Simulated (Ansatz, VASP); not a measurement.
## Na4H: VASP beside Ansatz

```
CELL_PARAMETERS angstrom
5.10097 0.00000 0.00000
0.00000 5.10097 0.00000
0.00000 0.00000 5.10097
ATOMIC_POSITIONS crystal
Na 0.50000 0.00000 0.00000
Na 0.00000 0.50000 0.00000
Na 0.00000 0.00000 0.50000
Na 0.50000 0.50000 0.50000
H 0.00000 0.00000 0.00000
```

Alike in both runs: functional PBE; k mesh 4 × 4 × 4; occupations gaussian, width 0.1 eV; no spin polarisation.

Ansatz relaxed the structure, and its values are those at the end. VASP's run is a single point on that final structure, the one shown.

```csv
,VASP,Ansatz
version,VASP 6.6.1,Ansatz 0.2.0
potentials or method,"VASP PAW PBE potentials, release 64 (Na_pv, H), cutoff 520 eV","scalar-relativistic, plane waves, PAW"
valence electrons in the cell,29,37
```

```csv
,VASP,Ansatz,Ansatz less VASP
gap on the k mesh at the Fermi level (eV),none,none,-
pressure (GPa),0.3,0.3,+0.01
```

A gap of «none» marks a metal or a gap that the smearing closes. VASP's potentials hold 29 valence electrons a cell and Ansatz's 37, so a difference there can come from the potentials and not from the codes.
